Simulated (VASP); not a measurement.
The system is NaLaMnMoO6.

```xyz
10
Lattice="-2.7229 2.7229 3.8989 2.7229 -2.7229 3.8989 2.7229 2.7229 -3.8989" Properties=species:S:1:pos:R:3 pbc="T T T"
Na    2.7229    0.0000    1.9494
La    0.0000    2.7229    1.9494
Mn    0.0000    0.0000    3.8989
Mo    0.0000    0.0000    0.0000
O     1.6123    1.1308    0.0001
O     1.5921   -1.1106    3.8988
O     1.1106    1.5921    3.8990
O     1.1308    3.8336   -0.0001
O     0.0000    0.0000    1.9646
O     0.0000    0.0000    5.8332
```

Base run:

* Program: VASP 6.6.1
* Functional: PBE
* Potentials or basis: VASP PAW PBE potentials, release 64 (Na_pv, La, Mn_pv, Mo_sv, O)
* Cutoff: 520 eV
* k mesh: 4 × 4 × 4
* Occupations: fermi-dirac, width 0.05 eV
* Spin: collinear spin, ferromagnetic start
* Starting moments: [0.0, 0.0, 4.0, 1.0, 0.0, 0.0, 0.0, 0.0, 0.0, 0.0] μB

Its results: pressure -0.4 GPa; net moment -1.54 μB per cell; site moments Na -0.00; La +0.02; Mn -2.21; Mo +0.68; O -0.01 μB; largest force 0.084 eV/Å.

Q: The run is repeated on the same cell with these changes: k mesh from 4 × 4 × 4 to 7 × 7 × 7; further incar settings from ALGO = Normal; EDIFF = 1e-07; NBANDS = 56 to ALGO = Normal; EDIFF = 1e-06. What comes out?

A: Pressure 0.6 GPa; net moment 2.00 μB per cell; site moments Na +0.00; La -0.02; Mn +2.51; Mo -0.58; O +0.01 μB; largest force 0.134 eV/Å.

Caveats: a cell with one magnetic atom can't hold antiferromagnetic order, which such compounds often take.
